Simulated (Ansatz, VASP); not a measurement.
## Two plane-wave programs on TaN

```xyz
2
Lattice="0.0000 2.1743 2.1743 2.1743 0.0000 2.1743 2.1743 2.1743 0.0000" Properties=species:S:1:pos:R:3 pbc="T T T"
Ta    2.1819    2.1743    2.1743
N    -0.0980    0.0000    0.0000
```

Change from the starting cell: mode 4 frozen in at -0.098 Å and mode 6 at +0.000 Å (largest displacements).

Alike in both runs: task single point; functional LDA; k mesh 18 × 18 × 18; occupations gaussian, width 0.15 eV; no spin polarisation.

|  | VASP | Ansatz |
| --- | --- | --- |
| version | VASP 6.6.1 | Ansatz 0.2.0 |
| potentials or method | VASP PAW LDA potentials, release 64 (Ta_sv_GW, N), cutoff 700 eV | scalar-relativistic, plane waves, PAW |
| valence electrons in the cell | 18 | 18 |

Ansatz gave:

```
gap on the k mesh at the Fermi level (eV)                     : none
pressure (GPa)                                                : 2.0
traceless stress, the component that is largest in VASP (GPa) : 4.07
rms of the force components (eV/Å)                            : 0.575
```

Estimate VASP's values.

gap on the k mesh at the Fermi level (eV): none; pressure (GPa): 3.1; traceless stress, the component that is largest in VASP (GPa): 4.11; rms of the force components (eV/Å): 0.588.

LDA's correlation is that of Perdew and Zunger in VASP and of Perdew and Wang (1992) in Ansatz. Atom by atom the forces differ by 0.012 eV/Å (rms over components). A gap of «none» marks a metal or a gap that the smearing closes.

Neither program's run includes spin-orbit coupling.
